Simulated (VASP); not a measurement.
A run of VASP 6.6.1 is set up as follows.

The input INCAR:

```
SYSTEM = HgF3
ALGO = Normal
EDIFF = 1E-6
ENCUT = 700
GGA = PS
GGA_COMPAT = .False.
ISIF = 2
ISMEAR = -1
LASPH = .True.
LCHARG = .False.
LREAL = .False.
LWAVE = .False.
NBANDS = 28
NELM = 120
PREC = Accurate
SIGMA = 0.05
```

The input KPOINTS:

```
k-points
0
Gamma
  7 7 7
  0 0 0
```

The input POSCAR:

```
HgF3
1.0
    3.4730599712      0.0000000000      0.0000000000
    0.0000000000      3.4730599712      0.0000000000
    0.0000000000      0.0000000000      3.4730599712
Hg F
1 3
Direct
    0.0000000000      0.0000000000      0.0000000000
    0.0000000000      0.5000000000      0.5000000000
    0.5000000000      0.0000000000      0.5000000000
    0.5000000000      0.5000000000      0.0000000000
```

Potentials or basis: VASP PAW PBE potentials, release 64 (Hg_sv_GW, F).

Run with:

```bash
$ cat potpaw_PBE.64/Hg_sv_GW/POTCAR potpaw_PBE.64/F/POTCAR > POTCAR
$ mpirun -np 1 vasp_std > vasp.out
```

Question: Predict the band gap on the k mesh.

Answer: Zero (an odd number of electrons rules out a gap without spin polarisation).

Question: Predict the pressure.

Answer: 9.4 GPa.

Caveat: the cell stands under pressure; the PAW data sets were made with another functional, which shifts forces and pressure a little; spin-orbit coupling is left out, which moves the levels of the heavy elements; an odd number of electrons without spin polarisation forces a metal; a magnetic or distorted state may lie lower.
